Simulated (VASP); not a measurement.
# AlRu (Pm-3m) in VASP: a series of runs, part 2 of 2

VASP 6.6.1. The steps go on from the part before.

### Step 3. Relaxation of the atoms, PBE (13.65 Å³/atom)

This run uses another cell than the first one, of 13.65 Å³/atom.

Contents of INCAR:

```
  PREC = Accurate
  ENCUT = 520
  EDIFF = 1E-6
  ISMEAR = -1
  SIGMA = 0.05
  LREAL = F
  LASPH = T
  NELM = 60
  ALGO = Normal
  ISIF = 2
  LWAVE = F
  LCHARG = F
  GGA = PE
  IBRION = 2
  NSW = 80
  EDIFFG = -0.02
```

Contents of KPOINTS:

```
regular mesh
0
Gamma
  16 16 16
```

Contents of POSCAR:

```
AlRu
1.0
    3.0114124979      0.0000000000      0.0000000000
    0.0000000000      3.0114124979      0.0000000000
    0.0000000000      0.0000000000      3.0114124979
Al Ru
1 1
Direct
    0.0000000000      0.0000000000      0.0000000000
    0.5000000000      0.5000000000      0.5000000000
```

Potentials or basis: VASP PAW PBE potentials, release 64 (Al, Ru_pv).

Run with:

```bash
$ cat potpaw_PBE.64/Al/POTCAR potpaw_PBE.64/Ru_pv/POTCAR > POTCAR
$ mpirun -np 1 vasp_std > vasp.out
```

OUTCAR:

```text
PREC = Accurate
   ENCUT = 520
   EDIFF = 1E-6
   ISMEAR = -1
   LREAL = F
   LASPH = T
   NELM = 60
   ISIF = 2
   GGA = PE
   IBRION = 2
   NSW = 80
   EDIFFG = -0.02

 ion  position               nearest neighbor table
   1  0.000  0.000  0.000-   2 2.61   2 2.61   2 2.61   2 2.61   2 2.61   2 2.61   2 2.61   2 2.61

   2  0.500  0.500  0.500-   1 2.61   1 2.61   1 2.61   1 2.61   1 2.61   1 2.61   1 2.61   1 2.61

  LATTYP: Found a simple cubic cell.
 ALAT       =     3.0114124979

  Lattice vectors:

 A1 = (   3.0114124979,   0.0000000000,   0.0000000000)
 A2 = (   0.0000000000,   3.0114124979,   0.0000000000)
 A3 = (   0.0000000000,   0.0000000000,   3.0114124979)

Analysis of symmetry for initial positions (statically):
=====================================================================
 Subroutine PRICEL returns:
 Original cell was already a primitive cell.

 Routine SETGRP: Setting up the symmetry group for a
 simple cubic supercell.

 Subroutine GETGRP returns: Found 48 space group operations
 (whereof 48 operations were pure point group operations)
 out of a pool of 48 trial point group operations.

The static configuration has the point symmetry O_h .

Analysis of symmetry for dynamics (positions and initial velocities):
=====================================================================
 Subroutine PRICEL returns:
 Original cell was already a primitive cell.

 Routine SETGRP: Setting up the symmetry group for a
 simple cubic supercell.

 Subroutine GETGRP returns: Found 48 space group operations
 (whereof 48 operations were pure point group operations)
 out of a pool of 48 trial point group operations.

The dynamic configuration has the point symmetry O_h .

 Subroutine INISYM returns: Found 48 space group operations
 (whereof 48 operations are pure point group operations),
 and found     1 'primitive' translations

----------------------------------------------------------------------------------------

                                     Primitive cell

  volume of cell :      27.3093

  direct lattice vectors                    reciprocal lattice vectors
     3.011412498  0.000000000  0.000000000     0.332070084  0.000000000  0.000000000
     0.000000000  3.011412498  0.000000000     0.000000000  0.332070084  0.000000000
     0.000000000  0.000000000  3.011412498     0.000000000  0.000000000  0.332070084

  length of vectors
     3.011412498  3.011412498  3.011412498     0.332070084  0.332070084  0.332070084

  position of ions in fractional coordinates (direct lattice)
     0.000000000  0.000000000  0.000000000
     0.500000000  0.500000000  0.500000000

  ion indices of the primitive-cell ions
   primitive index   ion index
                 1           1
                 2           2

----------------------------------------------------------------------------------------

 KPOINTS: regular mesh

Automatic generation of k-mesh.
 Grid dimensions read from file:
 generate k-points for:   16   16   16

 Generating k-lattice:

  Cartesian coordinates                     Fractional coordinates (reciprocal lattice)
     0.020754380  0.000000000  0.000000000     0.062500000  0.000000000  0.000000000
[... 42 lines left out ...]
   number of dos      NEDOS =    301   number of ions     NIONS =      2
   total plane-waves  NPLWV =  13824
   dimension x,y,z NGX =    24 NGY =   24 NGZ =   24
   dimension x,y,z NGXF=    48 NGYF=   48 NGZF=   48
   ions per type =               1   1
   NGX,Y,Z   is equivalent  to a cutoff of  13.25, 13.25, 13.25 a.u.
   NGXF,Y,Z  is equivalent  to a cutoff of  26.50, 26.50, 26.50 a.u.
 SYSTEM =  unknown system
   PREC   = accura    normal or accurate (medium, high low for compatibility)
   ISTART =      0    job   : 0-new  1-cont  2-samecut
   ICHARG =      2    charge: 1-file 2-atom 10-const
   ISPIN  =      1    spin polarized calculation?
   LNONCOLLINEAR =      F non collinear calculations
   LSORBIT =      F    spin-orbit coupling
   LASPH  =      T    aspherical Exc in radial PAW
   ENCUT  =  520.0 eV  38.22 Ry    6.18 a.u.   5.60  5.60  5.60*2*pi/ulx,y,z
   NELM   =     60;   NELMIN=  2; NELMDL= -5     # of ELM steps
   EDIFF  = 0.1E-05   stopping-criterion for ELM
   LREAL  =      F    real-space projection
   EDIFFG = -.2E-01   stopping-criterion for IOM
   NSW    =     80    number of steps for IOM
   IBRION =      2    ionic relax: 0-MD 1-quasi-New 2-CG
   NFREE  =      1    steps in history (QN), initial steepest desc. (CG)
   ISIF   =      2    stress and relaxation
   ISYM   =      2    0-nonsym 1-usesym 2-fastsym
   POTIM  = 0.5000    time-step for ionic-motion
   TEBEG  =    0.0;   TEEND  =   0.0 temperature during run
   PSTRESS=    0.0 pullay stress
   NELECT =      17.0000    total number of electrons
   NUPDOWN=      -1.0000    fix difference up-down
   EMIN   =  10.00;   EMAX   =-10.00  energy-range for DOS
   EFERMI =   0.00;   METHOD = LEGACY
   ISMEAR =    -1;   SIGMA  =   0.05  broadening in eV -4-tet -1-fermi 0-gaus
   EFERMI_NEDOS =   21; number of points for ismear=-14 and -15
   IALGO  =     38    algorithm
   IMIX   =      4    mixing-type and parameters
     AMIX     =   0.40;   BMIX     =  1.00
     AMIX_MAG =   1.60;   BMIX_MAG =  1.00
  volume/ion in A,a.u.               =      13.65        92.15
  Fermi-wavevector in a.u.,A,eV,Ry     =   1.397830  2.641515 26.584798  1.953928
  Thomas-Fermi vector in A             =   2.521047
   LORBIT       =      0    0 simple, 1 ext, 2 COOP (PROOUT), +10 PAW based schemes
   GGA     = PE    functional components
   LHFCALC =     F    Hartree Fock is set to
   AEXX    =    0.0000 exact exchange contribution
   IVDW    =     0    specifies the selected vdW correction
   LEPSILON=     F    determine dielectric tensor
   LRPA    =     F    only Hartree local field effects (RPA)
 conjugate gradient relaxation of ions
 non-spin polarized calculation
  energy-cutoff  :      520.00
  volume of cell :       27.31
 maximum number of plane-waves:       756
 NGX is ok and might be reduce to    24
   NGX = 11   NGY = 11   NGZ = 11

 number of electron      16.9999997 magnetization

 Free energy of the ion-electron system (eV)
  ---------------------------------------------------
  ext. energy  EPLUGINS =         0.00000000
  ---------------------------------------------------
  free energy    TOTEN  =       -14.26373192 eV

  energy without entropy =      -14.24937220  energy(sigma->0) =      -14.25655206

 E-fermi :  10.4547     XC(G=0): -12.4648

 val. band max:       10.4515652249   @ k =   0.3750   0.1250   0.0625
 cond. band min:      10.4612941857   @ k =   0.0625   0.0625   0.0625
 fundamental gap:      0.0097289608
 Fermi energy:        10.4546668358

 k-point     1 :       0.0000    0.0000    0.0000
  band No.  band energies     occupation
      1     -31.3213      2.00000
      2     -31.3213      2.00000
      3     -31.3213      2.00000
      4       0.8809      2.00000
      5       6.9800      2.00000
      6       6.9800      2.00000
      7      10.6124      0.08184
      8      10.6124      0.08183
      9      10.6124      0.08183
     10      16.4232      0.00000
     11      16.4232      0.00000
     12      16.4232      0.00000
[... 331 lines left out ...]
 k-point    24 :       0.5000    0.1250    0.0000
  band No.  band energies     occupation
      1     -31.5114      2.00000
      2     -31.3323      2.00000
      3     -31.3023      2.00000
      4       4.9366      2.00000
      5       5.0174      2.00000
      6       7.9168      2.00000
      7       8.8450      2.00000
      8       8.9378      2.00000
      9      10.5797      0.15154
     10      12.6333      0.00000
     11      17.9888      0.00000
     12      19.9479      0.00000

 [... further k-points ...]

------------------------ aborting loop because EDIFF is reached ----------------------------------------

  FORCE on cell =-STRESS in cart. coord.  units (eV):
  Direction    XX          YY          ZZ          XY          YZ          ZX
  --------------------------------------------------------------------------------------
  -------------------------------------------------------------------------------------
  Total       -0.2554657     -0.2554657     -0.2554657     -0.0000000     -0.0000000      0.0000000
  in kB      -14.9876124    -14.9876124    -14.9876124     -0.0000000     -0.0000000      0.0000000
  external PRESSURE =     -14.9876124 kB  Pullay stress =       0.0000000 kB

 VOLUME and BASIS-vectors are now :
 -----------------------------------------------------------------------------
  energy-cutoff  :      520.00
  volume of cell :       27.31
      direct lattice vectors                 reciprocal lattice vectors
     3.011412498  0.000000000  0.000000000     0.332070084  0.000000000  0.000000000
     0.000000000  3.011412498  0.000000000     0.000000000  0.332070084  0.000000000
     0.000000000  0.000000000  3.011412498     0.000000000  0.000000000  0.332070084

 POSITION                                       TOTAL-FORCE (eV/Angst)
 -----------------------------------------------------------------------------------
      0.00000      0.00000      0.00000         0.000000      0.000000      0.000000
      1.50571      1.50571      1.50571         0.000000      0.000000      0.000000
 -----------------------------------------------------------------------------------
    total drift:                                0.000000     -0.000000     -0.000000

  FREE ENERGIE OF THE ION-ELECTRON SYSTEM (eV)
  ---------------------------------------------------
  free  energy   TOTEN  =       -14.2637319220 eV

  energy  without entropy=      -14.2493721998  energy(sigma->0) =      -14.25655206

 reached required accuracy - stopping structural energy minimisation
```

Run time: 16 s. Hardware: 1 thread of Intel Xeon Platinum 8488C (Sapphire Rapids), shared host; peak memory 0.18 GiB.

What came out:

```
Free energy             : -14.2637 eV
Pressure after relaxing : -1.5 GPa
Band gap on the k mesh  : zero (an odd number of electrons rules out a gap without spin polarisation)
```

Final structure:
```
Al Ru
1.0
     3.01141    0.00000    0.00000
     0.00000    3.01141    0.00000
     0.00000    0.00000    3.01141
Al Ru
1 1
Direct
  0.00000 0.00000 0.00000
  0.50000 0.50000 0.50000
```

Levels at points of the mesh, in eV from the Fermi level:
| k point | band 7 | band 8 | band 9 | band 10 | band 11 | band 12 |
| --- | --- | --- | --- | --- | --- | --- |
| (0.00, 0.00, 0.00) | 0.16 | 0.16 | 0.16 | 5.97 | 5.97 | 5.97 |
| (0.50, 0.00, 0.00) | -1.58 | -1.58 | 0.40 | 2.20 | 7.44 | 10.91 |
| (0.50, 0.50, 0.00) | -1.37 | -1.14 | -1.14 | 1.47 | 5.17 | 6.02 |
| (0.50, 0.50, 0.50) | 1.56 | 1.56 | 2.44 | 4.07 | 4.07 | 4.07 |

Caveat: the relaxation stopped at its first step, so nothing moved.
